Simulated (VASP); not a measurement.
# Bi in VASP: notebook

Aim: see how the results for Bi move with the level of theory and the settings. Levels: LDA, PBEsol. Tasks: single point.

Everything below comes from runs of VASP 6.6.1. Logs are shortened: lines on timing, memory, paths and dates and some standing lists are left out, and cuts for length are marked.

**1. The cell of the first run**

It takes space group P2/m (No. 10, monoclinic). The conventional cell has a = 3.172 Å, b = 3.156 Å, c = 6.313 Å, α = 90.00°, β = 90.72°, γ = 90.00°. Within 4.2 Å of Bi (site symmetry m) lie 6 Bi at 3.16 to 3.18 Å.

**2. Single point, LDA (volume scaled by 0.94)**

Contents of INCAR:

```
ALGO = Fast
EDIFF = 1E-6
ENCUT = 520
ISIF = 2
ISMEAR = -1
LASPH = True
LCHARG = False
LREAL = False
LWAVE = False
NBANDS = 22
NELM = 100
PREC = Accurate
SIGMA = 0.05
```

Contents of KPOINTS:

```
k-points
0
Gamma
  8 8 4
```

Contents of POSCAR:

```
Bi
1.0
    3.1722683854      0.0000000000      0.0000000000
    0.0000000000      3.1558770435      0.0000000000
   -0.0788124821      0.0000000000      6.3123439430
Bi
2
Direct
    0.5442472500      0.0000000000      0.7495778900
    0.4557527500      0.0000000000      0.2504221100
```

Potentials or basis: VASP PAW LDA potentials, release 64 (Bi_d).

Launch:

```sh
cat potpaw_LDA.64/Bi_d/POTCAR > POTCAR
mpirun -np 1 vasp_std > vasp.out
```

OUTCAR:

```text
EDIFF = 1E-6
   ENCUT = 520
   ISIF = 2
   ISMEAR = -1
   LASPH = True
   LREAL = False
   NELM = 100
   PREC = Accurate

 ion  position               nearest neighbor table
   1  0.544  0.000  0.750-   2 3.16   2 3.18
   2  0.456  0.000  0.250-   1 3.16   1 3.18

  LATTYP: Found a simple monoclinic cell.
 ALAT       =     3.1722683854
 B/A-ratio  =     0.9948329271
 C/A-ratio  =     1.9900068852
 COS(beta)  =    -0.0124844813

  Lattice vectors:

 A1 = (   3.1722683854,   0.0000000000,   0.0000000000)
 A2 = (   0.0000000000,   3.1558770435,   0.0000000000)
 A3 = (  -0.0788124821,   0.0000000000,   6.3123439430)

Analysis of symmetry for initial positions (statically):
=====================================================================
 Subroutine PRICEL returns:
 Original cell was already a primitive cell.

 Routine SETGRP: Setting up the symmetry group for a
 simple monoclinic supercell.

 Subroutine GETGRP returns: Found  4 space group operations
 (whereof  4 operations were pure point group operations)
 out of a pool of  4 trial point group operations.

The static configuration has the point symmetry C_2h.

Analysis of symmetry for dynamics (positions and initial velocities):
=====================================================================
 Subroutine PRICEL returns:
 Original cell was already a primitive cell.

 Routine SETGRP: Setting up the symmetry group for a
 simple monoclinic supercell.

 Subroutine GETGRP returns: Found  4 space group operations
 (whereof  4 operations were pure point group operations)
 out of a pool of  4 trial point group operations.

The dynamic configuration has the point symmetry C_2h.

 Subroutine INISYM returns: Found  4 space group operations
 (whereof  4 operations are pure point group operations),
 and found     1 'primitive' translations

----------------------------------------------------------------------------------------

                                     Primitive cell

  volume of cell :      63.1947

  direct lattice vectors                    reciprocal lattice vectors
     3.172268385  0.000000000  0.000000000     0.315231840  0.000000000  0.003935813
     0.000000000  3.155877043  0.000000000     0.000000000  0.316869126  0.000000000
    -0.078812482  0.000000000  6.312343943     0.000000000  0.000000000  0.158419758

  length of vectors
     3.172268385  3.155877043  6.312835929     0.315256409  0.316869126  0.158419758

  position of ions in fractional coordinates (direct lattice)
     0.544247250  0.000000000  0.749577890
     0.455752750  0.000000000  0.250422110

  ion indices of the primitive-cell ions
   primitive index   ion index
                 1           1
                 2           2

----------------------------------------------------------------------------------------

 KPOINTS: k-points

Automatic generation of k-mesh.
 Grid dimensions read from file:
 generate k-points for:    8    8    4

 Generating k-lattice:

  Cartesian coordinates                     Fractional coordinates (reciprocal lattice)
     0.039403980  0.000000000  0.000491977     0.125000000  0.000000000  0.000000000
     0.000000000  0.039608641  0.000000000     0.000000000  0.125000000  0.000000000
     0.000000000  0.000000000  0.039604940     0.000000000  0.000000000  0.250000000

  Length of vectors
     0.039407051  0.039608641  0.039604940

  Shift w.r.t. Gamma in fractional coordinates (k-lattice)
     0.000000000  0.000000000  0.000000000

 Subroutine IBZKPT returns following result:
 ===========================================

 Found     90 irreducible k-points:

 Following reciprocal coordinates:
            Coordinates               Weight
  0.000000  0.000000  0.000000      1.000000
  0.125000  0.000000  0.000000      2.000000
  0.250000  0.000000  0.000000      2.000000
  0.375000  0.000000  0.000000      2.000000
  0.500000  0.000000  0.000000      1.000000
  0.000000  0.125000  0.000000      2.000000
[... 16 lines left out ...]
  0.250000  0.500000  0.000000      2.000000
  0.375000  0.500000  0.000000      2.000000
 [... further k-points ...]
   k-points           NKPTS =     90   k-points in BZ     NKDIM =     90   number of bands    NBANDS=     22
   number of dos      NEDOS =    301   number of ions     NIONS =      2
   total plane-waves  NPLWV =  27648
   dimension x,y,z NGX =    24 NGY =   24 NGZ =   48
   dimension x,y,z NGXF=    48 NGYF=   48 NGZF=   96
   ions per type =               2
   NGX,Y,Z   is equivalent  to a cutoff of  12.58, 12.64, 12.64 a.u.
   NGXF,Y,Z  is equivalent  to a cutoff of  25.15, 25.29, 25.28 a.u.
 SYSTEM =  unknown system
   PREC   = accura    normal or accurate (medium, high low for compatibility)
   ISTART =      0    job   : 0-new  1-cont  2-samecut
   ICHARG =      2    charge: 1-file 2-atom 10-const
   ISPIN  =      1    spin polarized calculation?
   LNONCOLLINEAR =      F non collinear calculations
   LSORBIT =      F    spin-orbit coupling
   LASPH  =      T    aspherical Exc in radial PAW
   ENCUT  =  520.0 eV  38.22 Ry    6.18 a.u.   5.90  5.87 11.74*2*pi/ulx,y,z
   NELM   =    100;   NELMIN=  2; NELMDL= -5     # of ELM steps
   EDIFF  = 0.1E-05   stopping-criterion for ELM
   LREAL  =      F    real-space projection
   EDIFFG = 0.1E-04   stopping-criterion for IOM
   NSW    =      0    number of steps for IOM
   IBRION =     -1    ionic relax: 0-MD 1-quasi-New 2-CG
   NFREE  =      0    steps in history (QN), initial steepest desc. (CG)
   ISIF   =      2    stress and relaxation
   ISYM   =      2    0-nonsym 1-usesym 2-fastsym
   POTIM  = 0.5000    time-step for ionic-motion
   TEBEG  =    0.0;   TEEND  =   0.0 temperature during run
   PSTRESS=    0.0 pullay stress
   NELECT =      30.0000    total number of electrons
   NUPDOWN=      -1.0000    fix difference up-down
   EMIN   =  10.00;   EMAX   =-10.00  energy-range for DOS
   EFERMI =   0.00;   METHOD = LEGACY
   ISMEAR =    -1;   SIGMA  =   0.05  broadening in eV -4-tet -1-fermi 0-gaus
   EFERMI_NEDOS =   21; number of points for ismear=-14 and -15
   IALGO  =     68    algorithm
   IMIX   =      4    mixing-type and parameters
     AMIX     =   0.40;   BMIX     =  1.00
     AMIX_MAG =   1.60;   BMIX_MAG =  1.00
  volume/ion in A,a.u.               =      31.60       213.23
  Fermi-wavevector in a.u.,A,eV,Ry     =   1.277091  2.413351 22.190562  1.630960
  Thomas-Fermi vector in A             =   2.409710
   LORBIT       =      0    0 simple, 1 ext, 2 COOP (PROOUT), +10 PAW based schemes
   GGA     = CA    functional components
   LHFCALC =     F    Hartree Fock is set to
   AEXX    =    0.0000 exact exchange contribution
   IVDW    =     0    specifies the selected vdW correction
   LEPSILON=     F    determine dielectric tensor
   LRPA    =     F    only Hartree local field effects (RPA)
 non-spin polarized calculation
 RMM-DIIS sequential band-by-band and
  energy-cutoff  :      520.00
  volume of cell :       63.19
 maximum number of plane-waves:      1730
   NGX = 11   NGY = 11   NGZ = 23

 number of electron      30.0000006 magnetization

 Free energy of the ion-electron system (eV)
  ---------------------------------------------------
  ext. energy  EPLUGINS =         0.00000000
  ---------------------------------------------------
  free energy    TOTEN  =        -9.04719927 eV

  energy without entropy =       -9.03325662  energy(sigma->0) =       -9.04022794

 E-fermi :   7.3235     XC(G=0): -10.3335

 val. band max:        7.3209197026   @ k =  -0.3750   0.2500   0.2500
 cond. band min:       7.3337893397   @ k =   0.1250   0.2500   0.2500
 fundamental gap:      0.0128696370
 Fermi energy:         7.3234669950

 k-point     1 :       0.0000    0.0000    0.0000
  band No.  band energies     occupation
      1     -15.6909      2.00000
      2     -15.6773      2.00000
      3     -15.6692      2.00000
      4     -15.3691      2.00000
      5     -15.3675      2.00000
      6     -15.3530      2.00000
[... 14 lines left out ...]
     21      15.7020      0.00000
     22      17.3236      0.00000

 k-point     2 :       0.1250    0.0000    0.0000
  band No.  band energies     occupation
      1     -15.6859      2.00000
      2     -15.6344      2.00000
      3     -15.6302      2.00000
      4     -15.3885      2.00000
      5     -15.3673      2.00000
      6     -15.3325      2.00000
[... 14 lines left out ...]
     21      15.6960      0.00000
     22      17.6526      0.00000

 k-point     3 :       0.2500    0.0000    0.0000
  band No.  band energies     occupation
      1     -15.6788      2.00000
      2     -15.5678      2.00000
      3     -15.5121      2.00000
      4     -15.4396      2.00000
      5     -15.3630      2.00000
      6     -15.3259      2.00000
[... 14 lines left out ...]
     21      16.1419      0.00000
     22      18.4424      0.00000

 k-point     4 :       0.3750    0.0000    0.0000
  band No.  band energies     occupation
      1     -15.6719      2.00000
      2     -15.5249      2.00000
      3     -15.4900      2.00000
      4     -15.3940      2.00000
      5     -15.3629      2.00000
      6     -15.3587      2.00000
[... 14 lines left out ...]
     21      16.8994      0.00000
     22      19.1275      0.00000

 k-point     5 :       0.5000    0.0000    0.0000
  band No.  band energies     occupation
      1     -15.6691      2.00000
      2     -15.5127      2.00000
      3     -15.5101      2.00000
      4     -15.3788      2.00000
      5     -15.3666      2.00000
      6     -15.3574      2.00000
[... 417 lines left out ...]
 k-point    22 :       0.1250    0.5000    0.0000
  band No.  band energies     occupation
      1     -15.6231      2.00000
      2     -15.5144      2.00000
      3     -15.4478      2.00000
      4     -15.3936      2.00000
      5     -15.3820      2.00000
      6     -15.3748      2.00000
[... 14 lines left out ...]
     21      17.5116      0.00000
     22      17.8243      0.00000

 k-point    23 :       0.2500    0.5000    0.0000
  band No.  band energies     occupation
      1     -15.5558      2.00000
      2     -15.5076      2.00000
      3     -15.4442      2.00000
      4     -15.4299      2.00000
      5     -15.4238      2.00000
      6     -15.3690      2.00000
[... 14 lines left out ...]
     21      15.3399      0.00000
     22      15.6278      0.00000

 k-point    24 :       0.3750    0.5000    0.0000
  band No.  band energies     occupation
      1     -15.5117      2.00000
      2     -15.5009      2.00000
      3     -15.4940      2.00000
      4     -15.4772      2.00000
      5     -15.4718      2.00000
      6     -15.3650      2.00000
[... 14 lines left out ...]
     21      13.4881      0.00000
     22      15.0697      0.00000

 [... further k-points ...]

------------------------ aborting loop because EDIFF is reached ----------------------------------------

  FORCE on cell =-STRESS in cart. coord.  units (eV):
  Direction    XX          YY          ZZ          XY          YZ          ZX
  --------------------------------------------------------------------------------------
  -------------------------------------------------------------------------------------
  Total        0.6717758      1.0167751      0.5626267      0.0000000      0.0000000     -0.0683441
  in kB       17.0315553     25.7783320     14.2642947      0.0000000      0.0000000     -1.7327298
  external PRESSURE =      19.0247273 kB  Pullay stress =       0.0000000 kB

 VOLUME and BASIS-vectors are now :
 -----------------------------------------------------------------------------
  energy-cutoff  :      520.00
  volume of cell :       63.19
      direct lattice vectors                 reciprocal lattice vectors
     3.172268385  0.000000000  0.000000000     0.315231840  0.000000000  0.003935813
     0.000000000  3.155877043  0.000000000     0.000000000  0.316869126  0.000000000
    -0.078812482  0.000000000  6.312343943     0.000000000  0.000000000  0.158419758

 POSITION                                       TOTAL-FORCE (eV/Angst)
 -----------------------------------------------------------------------------------
      1.66742      0.00000      4.73159         0.009166      0.000000     -0.005169
      1.42603      0.00000      1.58075        -0.009166     -0.000000      0.005169
 -----------------------------------------------------------------------------------
    total drift:                                0.000000     -0.000000      0.000000

  FREE ENERGIE OF THE ION-ELECTRON SYSTEM (eV)
  ---------------------------------------------------
  free  energy   TOTEN  =        -9.0471992677 eV

  energy  without entropy=       -9.0332566174  energy(sigma->0) =       -9.04022794
```

Run time: 52 s. Hardware: 1 thread of Intel Xeon Platinum 8488C (Sapphire Rapids), shared host; peak memory 0.21 GiB.

What came out:

```
Free energy            : -9.0472 eV
Pressure               : 1.9 GPa
Largest force          : 0.011 eV/Å
Band gap on the k mesh : zero (band 15 reaches 11.42 eV, above the bottom of band 16 at 4.74 eV)
```

Forces in eV/Å, atoms in the order of the input:
```
Bi   0.009  0.000 -0.005
Bi  -0.009  0.000  0.005
```

Caveat: the cell differs from its parent crystal (volume scaled by 0.94); spin-orbit coupling is left out, which moves the levels of the heavy elements.

**3. Single point, LDA (volume scaled by 0.96)**

Contents of INCAR:

```
ALGO     = Normal         # electronic algorithm
EDIFF    = 1E-6           # SCF threshold, eV
ENCUT    = 520            # plane-wave cutoff, eV
GGA      = CA             # functional
ISIF     = 2              # what is computed and relaxed
ISMEAR   = -1             # smearing method
LASPH    = T              # aspherical terms in the spheres
LCHARG   = F              # write CHGCAR
LREAL    = F              # projectors in reciprocal space
LWAVE    = F              # write WAVECAR
NBANDS   = 22             # bands
NELM     = 60             # most SCF steps
PREC     = Accurate       # precision mode
SIGMA    = 0.05           # smearing width, eV
```

KPOINTS is that of step 2.

Contents of POSCAR:

```
Bi
1.0
    3.1946090396      0.0000000000      0.0000000000
    0.0000000000      3.1781022620      0.0000000000
   -0.0793675179      0.0000000000      6.3567985340
Bi
2
Direct
    0.5442472500      0.0000000000      0.7495778900
    0.4557527500      0.0000000000      0.2504221100
```

Potentials or basis: VASP PAW LDA potentials, release 64 (Bi_d).

Launch:

```sh
cat potpaw_LDA.64/Bi_d/POTCAR > POTCAR
mpirun -np 1 vasp_std > vasp.out
```

OUTCAR:

```text
EDIFF = 1E-6
   ENCUT = 520
   GGA = CA
   ISIF = 2
   ISMEAR = -1
   LASPH = T
   LREAL = F
   NELM = 60
   PREC = Accurate

 ion  position               nearest neighbor table
   1  0.544  0.000  0.750-   2 3.18   2 3.20
   2  0.456  0.000  0.250-   1 3.18   1 3.20

  LATTYP: Found a simple monoclinic cell.
 ALAT       =     3.1946090396
 B/A-ratio  =     0.9948329272
 C/A-ratio  =     1.9900068852
 COS(beta)  =    -0.0124844813

  Lattice vectors:

 A1 = (   3.1946090396,   0.0000000000,   0.0000000000)
 A2 = (   0.0000000000,   3.1781022620,   0.0000000000)
 A3 = (  -0.0793675179,   0.0000000000,   6.3567985340)

Analysis of symmetry for initial positions (statically):
=====================================================================
 Subroutine PRICEL returns:
 Original cell was already a primitive cell.

 Routine SETGRP: Setting up the symmetry group for a
 simple monoclinic supercell.

[... 158 lines left out ...]
  ---------------------------------------------------
  ext. energy  EPLUGINS =         0.00000000
  ---------------------------------------------------
  free energy    TOTEN  =        -9.05824571 eV

  energy without entropy =       -9.04421969  energy(sigma->0) =       -9.05123270

 E-fermi :   7.0537     XC(G=0): -10.2347

 val. band max:        7.0500559992   @ k =  -0.3750   0.2500   0.2500
 cond. band min:       7.0625564586   @ k =   0.1250   0.2500   0.2500
 fundamental gap:      0.0125004594
 Fermi energy:         7.0537155284

 k-point     1 :       0.0000    0.0000    0.0000
  band No.  band energies     occupation
      1     -15.9164      2.00000
      2     -15.9040      2.00000
      3     -15.8964      2.00000
      4     -15.6153      2.00000
      5     -15.6140      2.00000
      6     -15.5984      2.00000
[... 589 lines left out ...]
     21      13.2095      0.00000
     22      14.7759      0.00000

 [... further k-points ...]

------------------------ aborting loop because EDIFF is reached ----------------------------------------

  FORCE on cell =-STRESS in cart. coord.  units (eV):
  Direction    XX          YY          ZZ          XY          YZ          ZX
  --------------------------------------------------------------------------------------
  -------------------------------------------------------------------------------------
  Total        0.1685800      0.5030506      0.0649006      0.0000000      0.0000000     -0.0580193
  in kB        4.1849729     12.4881542      1.6111484      0.0000000      0.0000000     -1.4403207
  external PRESSURE =       6.0947585 kB  Pullay stress =       0.0000000 kB

 VOLUME and BASIS-vectors are now :
 -----------------------------------------------------------------------------
  energy-cutoff  :      520.00
  volume of cell :       64.54
      direct lattice vectors                 reciprocal lattice vectors
     3.194609040  0.000000000  0.000000000     0.313027349  0.000000000  0.003908289
     0.000000000  3.178102262  0.000000000     0.000000000  0.314653185  0.000000000
    -0.079367518  0.000000000  6.356798534     0.000000000  0.000000000  0.157311891

 POSITION                                       TOTAL-FORCE (eV/Angst)
 -----------------------------------------------------------------------------------
      1.67917      0.00000      4.76492         0.002230      0.000000     -0.008548
      1.43608      0.00000      1.59188        -0.002230      0.000000      0.008548
 -----------------------------------------------------------------------------------
    total drift:                                0.000000     -0.000000      0.000000

  FREE ENERGIE OF THE ION-ELECTRON SYSTEM (eV)
  ---------------------------------------------------
  free  energy   TOTEN  =        -9.0582457100 eV

  energy  without entropy=       -9.0442196891  energy(sigma->0) =       -9.05123270
```

Run time: 37 s. Hardware: 1 thread of Intel Xeon Platinum 8488C (Sapphire Rapids), shared host; peak memory 0.21 GiB.

Results:

```yaml
Free_energy: -9.0582 eV
Pressure: 0.6 GPa
Largest_force: 0.009 eV/Å
Band_gap_on_the_k_mesh: zero (band 15 reaches 11.08 eV, above the bottom of band 16 at 4.54 eV)
```

Forces in eV/Å, atoms in the order of the input:
```
Bi   0.002  0.000 -0.009
Bi  -0.002  0.000  0.009
```

Stress tensor (GPa, compression positive):
```
 0.42  0.00 -0.14
 0.00  1.25  0.00
-0.14  0.00  0.16
```

Caveat: the cell differs from its parent crystal (volume scaled by 0.96); spin-orbit coupling is left out, which moves the levels of the heavy elements.

**4. Single point, PBEsol**

This run uses another cell than the first one, of 33.61 Å³/atom, 1.064 times its volume.

Contents of INCAR:

```
SYSTEM = Bi
PREC = Accurate ; ENCUT = 520
EDIFF = 1E-6 ; ISMEAR = -1
SIGMA = 0.05 ; LREAL = .FALSE.
LASPH = .TRUE. ; NELM = 80
ALGO = Normal ; ISIF = 2
LWAVE = .FALSE. ; LCHARG = .FALSE.
GGA = PS ; NBANDS = 22
```

Contents of KPOINTS:

```
Automatic mesh
0
G
  7 7 4
  0 0 0
```

Contents of POSCAR:

```
Bi
1.0
    3.2383762460      0.0000000000      0.0000000000
    0.0000000000      3.2216433200      0.0000000000
   -0.0804548793      0.0000000000      6.4438887882
Bi
2
Direct
    0.5442472500      0.0000000000      0.7495778900
    0.4557527500      0.0000000000      0.2504221100
```

Potentials or basis: VASP PAW PBE potentials, release 64 (Bi_d).

Launch:

```sh
cat potpaw_PBE.64/Bi_d/POTCAR > POTCAR
mpirun -np 1 vasp_std > vasp.out
```

It took 22 s on 1 thread of Intel Xeon Platinum 8559C (Emerald Rapids), shared host; peak memory 0.21 GiB.

It converged, with:

```yaml
Free_energy: -8.5833 eV
Pressure: -0.5 GPa
Largest_force: 0.004 eV/Å
Band_gap_on_the_k_mesh: zero (band 15 reaches 10.56 eV, above the bottom of band 16 at 4.47 eV)
```

Forces in eV/Å, atoms in the order of the input:
```
Bi   0.000  0.000  0.004
Bi   0.000  0.000 -0.004
```

Stress tensor (GPa, compression positive):
```
-0.75  0.00 -0.04
 0.00  0.00  0.00
-0.04  0.00 -0.89
```

Levels at points of the mesh, in eV from the Fermi level:
| k point | band 12 | band 13 | band 14 | band 15 | band 16 | band 17 | band 18 | band 19 |
| --- | --- | --- | --- | --- | --- | --- | --- | --- |
| (0.00, 0.00, 0.00) | -11.25 | -5.06 | 3.24 | 3.28 | 3.30 | 4.86 | 5.26 | 6.48 |
| (0.00, 0.00, 0.50) | -12.44 | -1.82 | -1.79 | 3.93 | 4.02 | 4.12 | 4.14 | 7.62 |

Caveat: the PAW data sets were made with another functional, which shifts forces and pressure a little; spin-orbit coupling is left out, which moves the levels of the heavy elements.

[end of part 1 of 2]
